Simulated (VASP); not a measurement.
# TiO2 (P4_2/mnm) in VASP: settings compared, part 2 of 3

VASP 6.6.1. The steps go on from the part before.

### 3 Single point, PBEsol

This run uses another cell than the first one, of 10.33 Å³/atom, 1.027 times its volume.

INCAR reads:

```
SYSTEM = TiO2
ALGO     = Normal         ! electronic algorithm
EDIFF    = 1E-7           ! SCF threshold, eV
ENCUT    = 520            ! plane-wave cutoff, eV
GGA      = PS             ! functional
ISIF     = 2              ! what is computed and relaxed
ISMEAR   = -1             ! smearing method
LASPH    = .TRUE.         ! aspherical terms in the spheres
LCHARG   = .TRUE.         ! write CHGCAR
LELF     = .TRUE.         ! ELF
LREAL    = .FALSE.        ! projectors in reciprocal space
LVHAR    = .TRUE.       
LWAVE    = .FALSE.        ! write WAVECAR
NBANDS   = 33             ! bands
NELM     = 100            ! most SCF steps
PREC     = Accurate       ! precision mode
SIGMA    = 0.02           ! smearing width, eV
```

KPOINTS reads:

```
k-points
0
G
  6 6 8
  0 0 0
```

POSCAR reads:

```
TiO2
1.0
    4.5912758593      0.0000000000      0.0000000000
    0.0000000000      4.5912758593      0.0000000000
    0.0000000000      0.0000000000      2.9389972098
Ti O
2 4
Direct
    0.0000000000      0.0000000000      0.0000000000
    0.5000000000      0.5000000000      0.5000000000
    0.3044413194      0.3044413194      0.0000000000
    0.1955586806      0.8044413194      0.5000000000
    0.8044413194      0.1955586806      0.5000000000
    0.6955586806      0.6955586806      0.0000000000
```

Potentials or basis: VASP PAW PBE potentials, release 64 (Ti_sv, O).

Launch:

```
$ cat potpaw_PBE.64/Ti_sv/POTCAR potpaw_PBE.64/O/POTCAR > POTCAR
$ mpirun -np 1 vasp_std > vasp.out
```

OUTCAR:

```text
SYSTEM = TiO2
   EDIFF = 1E-7
   ENCUT = 520
   GGA = PS
   ISIF = 2
   ISMEAR = -1
   LASPH = .TRUE.
   LREAL = .FALSE.
   NELM = 100
   PREC = Accurate

 ion  position               nearest neighbor table
   1  0.000  0.000  0.000-   4 1.94   5 1.94   4 1.94   5 1.94   3 1.98   6 1.98
   2  0.500  0.500  0.500-   3 1.94   6 1.94   3 1.94   6 1.94   5 1.98   4 1.98
   3  0.304  0.304  0.000-   2 1.94   2 1.94   1 1.98
   4  0.196  0.804  0.500-   1 1.94   1 1.94   2 1.98
   5  0.804  0.196  0.500-   1 1.94   1 1.94   2 1.98
   6  0.696  0.696  0.000-   2 1.94   2 1.94   1 1.98

  LATTYP: Found a simple tetragonal cell.
 ALAT       =     4.5912758593
 C/A-ratio  =     0.6401264703

  Lattice vectors:

 A1 = (   4.5912758593,   0.0000000000,   0.0000000000)
 A2 = (   0.0000000000,   4.5912758593,   0.0000000000)
 A3 = (   0.0000000000,   0.0000000000,   2.9389972098)

Analysis of symmetry for initial positions (statically):
=====================================================================
 Subroutine PRICEL returns:
 Original cell was already a primitive cell.

 Routine SETGRP: Setting up the symmetry group for a
 simple tetragonal supercell.

 Subroutine GETGRP returns: Found 16 space group operations
 (whereof  8 operations were pure point group operations)
 out of a pool of 16 trial point group operations.

The static configuration has the point symmetry D_2h.
 The point group associated with its full space group is D_4h.

Analysis of symmetry for dynamics (positions and initial velocities):
=====================================================================
 Subroutine PRICEL returns:
 Original cell was already a primitive cell.

 Routine SETGRP: Setting up the symmetry group for a
 simple tetragonal supercell.

 Subroutine GETGRP returns: Found 16 space group operations
 (whereof  8 operations were pure point group operations)
 out of a pool of 16 trial point group operations.

The dynamic configuration has the point symmetry D_2h.
[... 124 lines left out ...]
   EFERMI_NEDOS =   21; number of points for ismear=-14 and -15
   IALGO  =     38    algorithm
   IMIX   =      4    mixing-type and parameters
     AMIX     =   0.40;   BMIX     =  1.00
     AMIX_MAG =   1.60;   BMIX_MAG =  1.00
  volume/ion in A,a.u.               =      10.33        69.68
  Fermi-wavevector in a.u.,A,eV,Ry     =   1.503603  2.841398 30.760361  2.260823
  Thomas-Fermi vector in A             =   2.614692
   LORBIT       =      0    0 simple, 1 ext, 2 COOP (PROOUT), +10 PAW based schemes
   GGA     = PS    functional components
   LHFCALC =     F    Hartree Fock is set to
   AEXX    =    0.0000 exact exchange contribution
   IVDW    =     0    specifies the selected vdW correction
   LEPSILON=     F    determine dielectric tensor
   LRPA    =     F    only Hartree local field effects (RPA)
 non-spin polarized calculation
  energy-cutoff  :      520.00
  volume of cell :       61.95
 maximum number of plane-waves:      1696
 NGX is ok and might be reduce to    36
   NGX = 17   NGY = 17   NGZ = 11

 number of electron      48.0000020 magnetization

 Free energy of the ion-electron system (eV)
  ---------------------------------------------------
  ext. energy  EPLUGINS =         0.00000000
  ---------------------------------------------------
  free energy    TOTEN  =       -56.09835547 eV

  energy without entropy =      -56.09835547  energy(sigma->0) =      -56.09835547

 E-fermi :   5.2089     XC(G=0): -11.7426

 val. band max:        4.8010723631   @ k =   0.0000   0.0000   0.0000
 cond. band min:       6.6421894061   @ k =   0.0000   0.0000   0.0000
 fundamental gap:      1.8411170430
 Fermi energy:         5.2088572291

 k-point     1 :       0.0000    0.0000    0.0000
  band No.  band energies     occupation
      1     -51.8216      2.00000
      2     -51.8032      2.00000
      3     -28.2523      2.00000
      4     -28.2523      2.00000
      5     -28.0778      2.00000
      6     -28.0778      2.00000
[... 853 lines left out ...]
     32      10.0264      0.00000
     33      11.5369      0.00000

 [... further k-points ...]
[... 5 lines left out ...]
  --------------------------------------------------------------------------------------
  -------------------------------------------------------------------------------------
  Total        0.2206462      0.2206462      0.3369299      0.0000000      0.0000000      0.0000000
  in kB        5.7061218      5.7061218      8.7133307      0.0000000      0.0000000      0.0000000
  external PRESSURE =       6.7085248 kB  Pullay stress =       0.0000000 kB

 VOLUME and BASIS-vectors are now :
 -----------------------------------------------------------------------------
  energy-cutoff  :      520.00
  volume of cell :       61.95
      direct lattice vectors                 reciprocal lattice vectors
     4.591275859  0.000000000  0.000000000     0.217804382  0.000000000  0.000000000
     0.000000000  4.591275859  0.000000000     0.000000000  0.217804382  0.000000000
     0.000000000  0.000000000  2.938997210     0.000000000  0.000000000  0.340252109

 POSITION                                       TOTAL-FORCE (eV/Angst)
 -----------------------------------------------------------------------------------
      0.00000      0.00000      0.00000         0.000000      0.000000      0.000000
      2.29564      2.29564      1.46950         0.000000      0.000000      0.000000
      1.39777      1.39777      0.00000        -0.017801     -0.017801     -0.000000
      0.89786      3.69341      1.46950         0.017801     -0.017801     -0.000000
      3.69341      0.89786      1.46950        -0.017801      0.017801      0.000000
      3.19350      3.19350      0.00000         0.017801      0.017801      0.000000
 -----------------------------------------------------------------------------------
    total drift:                                0.000000      0.000000      0.000000

  FREE ENERGIE OF THE ION-ELECTRON SYSTEM (eV)
  ---------------------------------------------------
  free  energy   TOTEN  =       -56.0983554747 eV

  energy  without entropy=      -56.0983554747  energy(sigma->0) =      -56.09835547
```

stdout:

```text
POSCAR found type information on POSCAR TiO
 POSCAR found :  2 types and       6 ions
 scaLAPACK will be used
 -----------------------------------------------------------------------------
|                                                                             |
|                                                                             |
|     You enforced a specific xc type in the INCAR file but a different       |
|     I HOPE YOU KNOW WHAT YOU ARE DOING!                                     |
|                                                                             |
 -----------------------------------------------------------------------------

 LDA part: xc-table for (Slater+PW92), standard interpolation
 POSCAR, INCAR and KPOINTS ok, starting setup
 FFT: planning ... GRIDC
 FFT: planning ... GRID_SOFT
 FFT: planning ... GRID
 WAVECAR not read
 entering main loop
```

It took 64 s on 1 thread of AMD EPYC 9R45 (Zen 5), shared host; peak memory 0.19 GiB.

What came out:

```
Free energy            : -56.0984 eV
Pressure               : 0.7 GPa
Largest force          : 0.025 eV/Å
Band gap on the k mesh : 1.84 eV, direct
```

Forces on the atoms (eV/Å):
```
Ti   0.000  0.000  0.000
Ti   0.000  0.000  0.000
O   -0.018 -0.018  0.000
O    0.018 -0.018  0.000
O   -0.018  0.018  0.000
O    0.018  0.018  0.000
```

Stress tensor (GPa, compression positive):
```
0.57 0.00 0.00
0.00 0.57 0.00
0.00 0.00 0.87
```

Caveat: the PAW data sets were made with another functional, which shifts forces and pressure a little. A k mesh can miss the band edges.

### 4 Single point, PBE

This run uses another cell than the first one, of 10.40 Å³/atom, 1.034 times its volume.

INCAR reads:

```
  PREC = Accurate
  ENCUT = 520
  EDIFF = 1E-6
  ISMEAR = -1
  SIGMA = 0.02
  LREAL = F
  LASPH = T
  NELM = 80
  ALGO = Normal
  ISIF = 2
  LWAVE = F
  LCHARG = F
  GGA = PE
  NBANDS = 33
```

KPOINTS reads:

```
regular mesh
0
Gamma
  6 6 8
```

POSCAR reads:

```
TiO2
1.0
    4.5968534828      0.0000000000      0.0000000000
    0.0000000000      4.5968534828      0.0000000000
    0.0000000000      0.0000000000      2.9534912833
Ti O
2 4
Direct
    0.0000000000      0.0000000000      0.0000000000
    0.5000000000      0.5000000000      0.5000000000
    0.3046432215      0.3046432215      0.0000000000
    0.1953567785      0.8046432215      0.5000000000
    0.8046432215      0.1953567785      0.5000000000
    0.6953567785      0.6953567785      0.0000000000
```

Potentials or basis: VASP PAW PBE potentials, release 64 (Ti_sv, O).

Launch:

```
$ cat potpaw_PBE.64/Ti_sv/POTCAR potpaw_PBE.64/O/POTCAR > POTCAR
$ mpirun -np 1 vasp_std > vasp.out
```

OUTCAR:

```text
PREC = Accurate
   ENCUT = 520
   EDIFF = 1E-6
   ISMEAR = -1
   LREAL = F
   LASPH = T
   NELM = 80
   ISIF = 2
   GGA = PE

 ion  position               nearest neighbor table
   1  0.000  0.000  0.000-   4 1.95   5 1.95   4 1.95   5 1.95   3 1.98   6 1.98
   2  0.500  0.500  0.500-   3 1.95   6 1.95   3 1.95   6 1.95   5 1.98   4 1.98
   3  0.305  0.305  0.000-   2 1.95   2 1.95   1 1.98
   4  0.195  0.805  0.500-   1 1.95   1 1.95   2 1.98
   5  0.805  0.195  0.500-   1 1.95   1 1.95   2 1.98
   6  0.695  0.695  0.000-   2 1.95   2 1.95   1 1.98

  LATTYP: Found a simple tetragonal cell.
 ALAT       =     4.5968534828
 C/A-ratio  =     0.6425028107

  Lattice vectors:

 A1 = (   4.5968534828,   0.0000000000,   0.0000000000)
 A2 = (   0.0000000000,   4.5968534828,   0.0000000000)
 A3 = (   0.0000000000,   0.0000000000,   2.9534912833)

Analysis of symmetry for initial positions (statically):
=====================================================================
 Subroutine PRICEL returns:
[... 177 lines left out ...]
  free energy    TOTEN  =       -53.64479464 eV

  energy without entropy =      -53.64479464  energy(sigma->0) =      -53.64479464

 E-fermi :   5.3253     XC(G=0): -11.4137

 val. band max:        4.8511889515   @ k =   0.0000   0.0000   0.0000
 cond. band min:       6.7120391762   @ k =   0.0000   0.0000   0.0000
 fundamental gap:      1.8608502247
 Fermi energy:         5.3252968878

 k-point     1 :       0.0000    0.0000    0.0000
  band No.  band energies     occupation
      1     -52.0653      2.00000
      2     -52.0482      2.00000
      3     -28.3738      2.00000
      4     -28.3738      2.00000
      5     -28.2082      2.00000
      6     -28.2082      2.00000
[... 853 lines left out ...]
     32       9.9856      0.00000
     33      11.4791      0.00000

 [... further k-points ...]
[... 5 lines left out ...]
  --------------------------------------------------------------------------------------
  -------------------------------------------------------------------------------------
  Total        2.2881001      2.2881001      2.3124543     -0.0000000      0.0000000      0.0000000
  in kB       58.7392750     58.7392750     59.3644873     -0.0000000      0.0000000      0.0000000
  external PRESSURE =      58.9476791 kB  Pullay stress =       0.0000000 kB

 VOLUME and BASIS-vectors are now :
 -----------------------------------------------------------------------------
  energy-cutoff  :      520.00
  volume of cell :       62.41
      direct lattice vectors                 reciprocal lattice vectors
     4.596853483  0.000000000  0.000000000     0.217540107  0.000000000  0.000000000
     0.000000000  4.596853483  0.000000000     0.000000000  0.217540107  0.000000000
     0.000000000  0.000000000  2.953491283     0.000000000  0.000000000  0.338582343

 POSITION                                       TOTAL-FORCE (eV/Angst)
 -----------------------------------------------------------------------------------
      0.00000      0.00000      0.00000        -0.000000     -0.000000     -0.000000
      2.29843      2.29843      1.47675        -0.000000     -0.000000     -0.000000
      1.40040      1.40040      0.00000        -0.057646     -0.057646     -0.000000
      0.89803      3.69883      1.47675         0.057646     -0.057646     -0.000000
      3.69883      0.89803      1.47675        -0.057646      0.057646      0.000000
      3.19645      3.19645      0.00000         0.057646      0.057646      0.000000
 -----------------------------------------------------------------------------------
    total drift:                                0.000000      0.000000      0.000000

  FREE ENERGIE OF THE ION-ELECTRON SYSTEM (eV)
  ---------------------------------------------------
  free  energy   TOTEN  =       -53.6447946418 eV

  energy  without entropy=      -53.6447946418  energy(sigma->0) =      -53.64479464
```

Run time: 63 s. Hardware: 1 thread of AMD EPYC 9R45 (Zen 5), shared host; peak memory 0.19 GiB.

Results:

| Property | Result |
| --- | --- |
| Free energy | -53.6448 eV |
| Pressure | 5.9 GPa |
| Largest force | 0.082 eV/Å |
| Band gap on the k mesh | 1.86 eV, direct |

Forces in eV/Å, atoms in the order of the input:
```
Ti   0.000  0.000  0.000
Ti   0.000  0.000  0.000
O   -0.058 -0.058  0.000
O    0.058 -0.058  0.000
O   -0.058  0.058  0.000
O    0.058  0.058  0.000
```

Levels at points of the mesh, in eV from the valence-band top:
| k point | band 21 | band 22 | band 23 | band 24 | band 25 | band 26 | band 27 | band 28 |
| --- | --- | --- | --- | --- | --- | --- | --- | --- |
| (0.00, 0.00, 0.00) | -0.70 | -0.45 | -0.45 | 0.00 | 1.86 | 2.16 | 2.40 | 2.50 |
| (0.50, 0.00, 0.00) | -1.63 | -1.63 | -0.74 | -0.74 | 2.53 | 2.53 | 3.02 | 3.02 |
| (0.50, 0.50, 0.00) | -1.30 | -1.30 | -1.06 | -1.06 | 1.90 | 1.90 | 2.52 | 2.52 |
| (0.00, 0.00, 0.50) | -2.36 | -2.36 | -1.43 | -1.43 | 2.96 | 2.96 | 3.18 | 3.18 |
| (0.50, 0.00, 0.50) | -2.04 | -2.04 | -1.04 | -1.04 | 1.90 | 1.90 | 3.20 | 3.20 |
| (0.50, 0.50, 0.50) | -1.28 | -1.28 | -0.67 | -0.67 | 2.59 | 2.59 | 3.21 | 3.21 |

A k mesh can miss the band edges.

(Continued in part 3 of 3.)
